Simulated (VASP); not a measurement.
# TiCo2 (Fd-3m) in VASP: single point with LDA

Aim: the single point of TiCo2 with LDA.

All numbers are computed with VASP 6.6.1; they aren't measurements. Logs are shortened: lines on timing, memory, paths and dates and some standing lists are left out, and cuts for length are marked.

### 1 The cell of the first run

It takes space group Fd-3m (No. 227, cubic). The conventional cell has a = 6.487 Å, b = 6.487 Å, c = 6.487 Å, α = 90.00°, β = 90.00°, γ = 90.00°. Ti (site symmetry -43m) has 12 Co at 2.69 Å and 4 Ti at 2.81 Å within 3.5 Å. Within 3.0 Å of Co (site symmetry -3m) lie 6 Co at 2.29 Å and 6 Ti at 2.69 Å.

### 2 Single point, LDA, collinear spin, ferrimagnetic start

INCAR reads:

```
SYSTEM = TiCo2
ALGO = Normal
EDIFF = 1E-6
ENCUT = 520
ISIF = 2
ISMEAR = 0
ISPIN = 2
LASPH = .TRUE.
LCHARG = .FALSE.
LMAXMIX = 4
LORBIT = 11
LREAL = .FALSE.
LWAVE = .FALSE.
MAGMOM = -0.29 -0.29 0.76 0.76 0.76 0.76
NBANDS = 43
NELM = 150
PREC = Accurate
SIGMA = 0.1
```

KPOINTS reads:

```
k-points
0
G
  10 10 10
  0 0 0
```

POSCAR reads:

```
TiCo2
1.0
    0.0000000000      3.2435271510      3.2435271510
    3.2435271510      0.0000000000      3.2435271510
    3.2435271510      3.2435271510      0.0000000000
Ti Co
2 4
Direct
    0.5000000000      0.5000000000      0.5000000000
    0.7500000000      0.7500000000      0.7500000000
    0.1250000000      0.1250000000      0.1250000000
    0.6250000000      0.1250000000      0.1250000000
    0.1250000000      0.1250000000      0.6250000000
    0.1250000000      0.6250000000      0.1250000000
```

Potentials or basis: VASP PAW LDA potentials, release 64 (Ti_sv, Co).

Run with:

```
$ cat potpaw_LDA.64/Ti_sv/POTCAR potpaw_LDA.64/Co/POTCAR > POTCAR
$ mpirun -np 1 vasp_std > vasp.out
```

OUTCAR:

```text
SYSTEM = TiCo2
   EDIFF = 1E-6
   ENCUT = 520
   ISIF = 2
   ISMEAR = 0
   ISPIN = 2
   LASPH = .TRUE.
   LORBIT = 11
   LREAL = .FALSE.
   NELM = 150
   PREC = Accurate

 ion  position               nearest neighbor table
   1  0.500  0.500  0.500-   3 2.69   5 2.69   6 2.69   3 2.69   4 2.69   5 2.69   3 2.69   4 2.69
                             6 2.69   4 2.69   5 2.69   6 2.69   2 2.81   2 2.81   2 2.81   2 2.81
   2  0.750  0.750  0.750-   4 2.69   5 2.69   6 2.69   3 2.69   4 2.69   6 2.69   3 2.69   4 2.69
                             5 2.69   3 2.69   5 2.69   6 2.69   1 2.81   1 2.81   1 2.81   1 2.81
   3  0.125  0.125  0.125-   4 2.29   5 2.29   6 2.29   5 2.29   6 2.29   4 2.29   1 2.69   2 2.69
                             1 2.69   2 2.69   1 2.69   2 2.69
   4  0.625  0.125  0.125-   3 2.29   5 2.29   6 2.29   3 2.29   5 2.29   6 2.29   2 2.69   1 2.69
                             1 2.69   2 2.69   2 2.69   1 2.69
   5  0.125  0.125  0.625-   3 2.29   3 2.29   4 2.29   6 2.29   6 2.29   4 2.29   1 2.69   2 2.69
                             1 2.69   2 2.69   1 2.69   2 2.69
   6  0.125  0.625  0.125-   3 2.29   5 2.29   3 2.29   4 2.29   5 2.29   4 2.29   2 2.69   1 2.69
                             2 2.69   2 2.69   1 2.69   1 2.69

  LATTYP: Found a face centered cubic cell.
 ALAT       =     6.4870543020

  Lattice vectors:

 A1 = (   0.0000000000,   3.2435271510,   3.2435271510)
 A2 = (   3.2435271510,   0.0000000000,   3.2435271510)
 A3 = (   3.2435271510,   3.2435271510,   0.0000000000)

Analysis of symmetry for initial positions (statically):
=====================================================================
 Subroutine PRICEL returns:
 Original cell was already a primitive cell.

 Routine SETGRP: Setting up the symmetry group for a
 face centered cubic supercell.

 Subroutine GETGRP returns: Found 48 space group operations
 (whereof 24 operations were pure point group operations)
 out of a pool of 48 trial point group operations.

The static configuration has the point symmetry T_d .
 The point group associated with its full space group is O_h .

Analysis of symmetry for dynamics (positions and initial velocities):
=====================================================================
 Subroutine PRICEL returns:
 Original cell was already a primitive cell.

 Routine SETGRP: Setting up the symmetry group for a
 face centered cubic supercell.

 Subroutine GETGRP returns: Found 48 space group operations
 (whereof 24 operations were pure point group operations)
 out of a pool of 48 trial point group operations.

The dynamic configuration has the point symmetry T_d .
 The point group associated with its full space group is O_h .

Analysis of structural, dynamic, and magnetic symmetry:
=====================================================================
[... 162 lines left out ...]
  ext. energy  EPLUGINS =         0.00000000
  ---------------------------------------------------
  free energy    TOTEN  =       -52.11439815 eV

  energy without entropy =      -52.07461677  energy(sigma->0) =      -52.09450746

 E-fermi :  10.9492     XC(G=0): -13.6470

 val. band max:       10.9406590886   @ k =   0.5000   0.4000   0.0000
 cond. band min:      10.9515431800   @ k =   0.5000   0.3000   0.1000
 fundamental gap:      0.0108840914
 Fermi energy:        10.9492148803

 spin component 1

 k-point     1 :       0.0000    0.0000    0.0000
  band No.  band energies     occupation
      1     -45.3870      1.00000
      2     -45.2587      1.00000
      3     -22.1047      1.00000
      4     -22.1047      1.00000
      5     -22.1047      1.00000
      6     -21.8463      1.00000
[... 1069 lines left out ...]
     41      14.3479      0.00000
     42      14.4180      0.00000

 [... further k-points ...]

 spin component 2

 k-point     1 :       0.0000    0.0000    0.0000
  band No.  band energies     occupation
      1     -45.3873      1.00000
      2     -45.2590      1.00000
      3     -22.1050      1.00000
      4     -22.1050      1.00000
      5     -22.1050      1.00000
      6     -21.8466      1.00000
[... 1069 lines left out ...]
     41      14.3478      0.00000
     42      14.4180      0.00000

 [... further k-points ...]

 [bands above 42 left out]

------------------------ aborting loop because EDIFF is reached ----------------------------------------

  FORCE on cell =-STRESS in cart. coord.  units (eV):
  Direction    XX          YY          ZZ          XY          YZ          ZX
  --------------------------------------------------------------------------------------
  -------------------------------------------------------------------------------------
  Total       -0.1889413     -0.1889413     -0.1889413      0.0000000      0.0000000     -0.0000000
  in kB       -4.4356263     -4.4356263     -4.4356263      0.0000000      0.0000000     -0.0000000
  external PRESSURE =      -4.4356263 kB  Pullay stress =       0.0000000 kB

 VOLUME and BASIS-vectors are now :
 -----------------------------------------------------------------------------
  energy-cutoff  :      520.00
  volume of cell :       68.25
      direct lattice vectors                 reciprocal lattice vectors
     0.000000000  3.243527151  3.243527151    -0.154153172  0.154153172  0.154153172
     3.243527151  0.000000000  3.243527151     0.154153172 -0.154153172  0.154153172
     3.243527151  3.243527151  0.000000000     0.154153172  0.154153172 -0.154153172

 POSITION                                       TOTAL-FORCE (eV/Angst)
 -----------------------------------------------------------------------------------
      3.24353      3.24353      3.24353        -0.000000     -0.000000     -0.000000
      4.86529      4.86529      4.86529         0.000000      0.000000      0.000000
      0.81088      0.81088      0.81088         0.000000     -0.000000     -0.000000
      0.81088      2.43265      2.43265         0.000000      0.000000     -0.000000
      2.43265      2.43265      0.81088         0.000000     -0.000000     -0.000000
      2.43265      0.81088      2.43265         0.000000     -0.000000     -0.000000
 -----------------------------------------------------------------------------------
    total drift:                                0.000000      0.000000      0.000000

  FREE ENERGIE OF THE ION-ELECTRON SYSTEM (eV)
  ---------------------------------------------------
  free  energy   TOTEN  =       -52.1143981536 eV

  energy  without entropy=      -52.0746167662  energy(sigma->0) =      -52.09450746

 total charge

# of ion       s       p       d       tot
------------------------------------------
    1        2.236   6.174   1.913  10.323
    2        2.236   6.174   1.913  10.323
    3        0.582   0.631   7.394   8.608
    4        0.582   0.631   7.394   8.608
    5        0.582   0.631   7.394   8.608
    6        0.582   0.631   7.394   8.608
--------------------------------------------------
tot          6.802  14.872  33.403  55.077

 magnetization (x)

# of ion       s       p       d       tot
------------------------------------------
    1       -0.000  -0.000  -0.000  -0.000
    2       -0.000  -0.000  -0.000  -0.000
    3        0.000   0.000   0.001   0.001
    4        0.000   0.000   0.001   0.001
    5        0.000   0.000   0.001   0.001
    6        0.000   0.000   0.001   0.001
--------------------------------------------------
tot         -0.000  -0.000   0.002   0.002
```

OSZICAR:

```text
N       E                     dE             d eps       ncg     rms          rms(c)
DAV:   1     0.598123930369E+03    0.59812E+03   -0.26498E+04  8084   0.188E+03
DAV:   2     0.116581426561E+02   -0.58647E+03   -0.56342E+03  8084   0.463E+02
DAV:   3    -0.532049220631E+02   -0.64863E+02   -0.60862E+02 10718   0.166E+02
DAV:   4    -0.597134115383E+02   -0.65085E+01   -0.63834E+01 12115   0.412E+01
DAV:   5    -0.599858244249E+02   -0.27241E+00   -0.27232E+00 10564   0.707E+00    0.269E+01
DAV:   6    -0.559494812755E+02    0.40363E+01   -0.50141E+01  9304   0.739E+01    0.192E+01
DAV:   7    -0.587538895082E+02   -0.28044E+01   -0.41081E+01 10711   0.538E+01    0.315E+01
DAV:   8    -0.522162266667E+02    0.65377E+01   -0.16642E+01 11390   0.402E+01    0.373E+00
DAV:   9    -0.521475744514E+02    0.68652E-01   -0.67032E-01  9651   0.633E+00    0.290E+00
DAV:  10    -0.521156194753E+02    0.31955E-01   -0.32003E-01 10244   0.454E+00    0.155E+00
DAV:  11    -0.521198119731E+02   -0.41925E-02   -0.24302E-02 11367   0.119E+00    0.699E-01
DAV:  12    -0.521160222035E+02    0.37898E-02   -0.11594E-02  9222   0.955E-01    0.338E-01
DAV:  13    -0.521144167620E+02    0.16054E-02   -0.36671E-03 10041   0.428E-01    0.960E-02
DAV:  14    -0.521143789424E+02    0.37820E-04   -0.54935E-04  9838   0.175E-01    0.471E-02
DAV:  15    -0.521143868831E+02   -0.79408E-05   -0.45791E-05 11507   0.532E-02    0.210E-02
DAV:  16    -0.521143955282E+02   -0.86450E-05   -0.19786E-05 10570   0.396E-02    0.135E-02
DAV:  17    -0.521143974442E+02   -0.19160E-05   -0.52242E-06  7590   0.180E-02    0.779E-03
DAV:  18    -0.521143981536E+02   -0.70944E-06   -0.26961E-06  5865   0.149E-02
   1 F= -.52114398E+02 E0= -.52094507E+02  d E =-.397814E-01  mag=     0.0009
```

stdout:

```text
POSCAR found type information on POSCAR TiCo
 POSCAR found :  2 types and       6 ions
 scaLAPACK will be used
 LDA part: xc-table for (Slater(with rela. corr.)+CA(PZ))
 , standard interpolation
 POSCAR, INCAR and KPOINTS ok, starting setup
 FFT: planning ... GRIDC
 FFT: planning ... GRID_SOFT
 FFT: planning ... GRID
 WAVECAR not read
 entering main loop
```

Run time: 6.8 min. Hardware: 1 thread of Intel Xeon 6975P-C, shared host; peak memory 0.32 GiB.

What came out:

| Property | Result |
| --- | --- |
| Free energy | -52.1144 eV |
| Pressure | -0.4 GPa |
| Band gap on the k mesh | zero (filled and empty bands overlap) |
| Net moment | 0.00 μB per cell |
| Valence electrons inside the program's atomic spheres | Ti 10.32; Co 8.61 |
